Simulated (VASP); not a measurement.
Wanted: the native input for a VASP 6.6.1 run.

```
Task                   : single point
Functional             : PBE
Potentials or basis    : VASP PAW PBE potentials, release 64 (Al, N)
Cutoff                 : 520 eV
k mesh                 : 9 × 9 × 6
Occupations            : gaussian, width 0.05 eV
Spin                   : no spin polarisation
Dipole correction      : no
Further INCAR settings : ALGO = Normal; EDIFF = 1e-07; NBANDS = 16
```

The structure of AlN lies in POSCAR:

```
AlN
1.0
    3.2226763774      0.0000000000      0.0000000000
   -1.6113381887      2.7909196110      0.0000000000
    0.0000000000      0.0000000000      4.0728330433
Al N
2 2
Direct
    0.3333333333      0.6666666667      0.7500000000
    0.6666666667      0.3333333333      0.2500000000
    0.3333333333      0.6666666667      0.2500000000
    0.6666666667      0.3333333333      0.7500000000
```

This cell differs from its parent crystal: volume 9.158 Å^3 an atom, c/a of the conventional cell 1.2638.

These files were run (other wordings do the same):

INCAR

```
SYSTEM = AlN
  ALGO = Normal
  EDIFF = 1E-7
  ENCUT = 520
  GGA = PE
  ISIF = 2
  ISMEAR = 0
  LASPH = .TRUE.
  LCHARG = .FALSE.
  LREAL = .FALSE.
  LWAVE = .FALSE.
  NBANDS = 16
  NELM = 60
  PREC = Accurate
  SIGMA = 0.05
```

KPOINTS

```
k-points
0
G
  9 9 6
  0 0 0
```

Potentials or basis: VASP PAW PBE potentials, release 64 (Al, N).

Run with:

```sh
$ cat potpaw_PBE.64/Al/POTCAR potpaw_PBE.64/N/POTCAR > POTCAR
$ mpirun -np 1 vasp_std > vasp.out
```

It gave:

| Quantity | Value |
| --- | --- |
| Pressure | 20.1 GPa |
| Band gap on the k mesh | 3.89 eV, direct |

It took 13 s on 1 thread of Intel(R) Xeon(R) Platinum 8488C (Sapphire Rapids), with other jobs on the host, peak memory 0.15 GiB.
